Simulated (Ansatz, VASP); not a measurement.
## OsPtC4N4: VASP beside Ansatz

```
Os Pt C N
1.0
     5.91338    0.00000    0.00000
     0.00000    5.91338    0.00000
     0.00000    0.00000    5.91338
Os Pt C N
1 1 4 4
Direct
  0.00000 0.00000 0.00000
  0.50000 0.50000 0.50000
  0.18706 0.18706 0.18706
  0.18706 0.81294 0.81294
  0.81294 0.18706 0.81294
  0.81294 0.81294 0.18706
  0.30318 0.30318 0.30318
  0.30318 0.69682 0.69682
  0.69682 0.30318 0.69682
  0.69682 0.69682 0.30318
```

Alike in both runs: functional PBE; k mesh 6 × 6 × 6; occupations gaussian, width 0.01 eV; no spin polarisation.

Ansatz relaxed the structure, and its values are those at the end. VASP's run is a single point on that final structure, the one shown.

|  | VASP | Ansatz |
| --- | --- | --- |
| version | VASP 6.6.1 | Ansatz 0.2.0 |
| potentials or method | VASP PAW PBE potentials, release 64 (Os, Pt, C, N), cutoff 520 eV | scalar-relativistic, plane waves, PAW |
| valence electrons in the cell | 54 | 70 |

Ansatz gave:

* gap on the k mesh at the Fermi level (eV): 0.23
* least direct gap on the mesh (eV): 0.44
* pressure (GPa): 0.0
* rms of the force components (eV/Å): 0.006

Task: Estimate VASP's values.

Result: gap on the k mesh at the Fermi level (eV): 0.22; least direct gap on the mesh (eV): 0.44; pressure (GPa): 0.6; rms of the force components (eV/Å): 0.106.

VASP's potentials hold 54 valence electrons a cell and Ansatz's 70, so a difference there can come from the potentials and not from the codes.

Neither program's run includes spin-orbit coupling. Noted on VASP's run: the standard files for N, O and F lose accuracy on very short bonds.
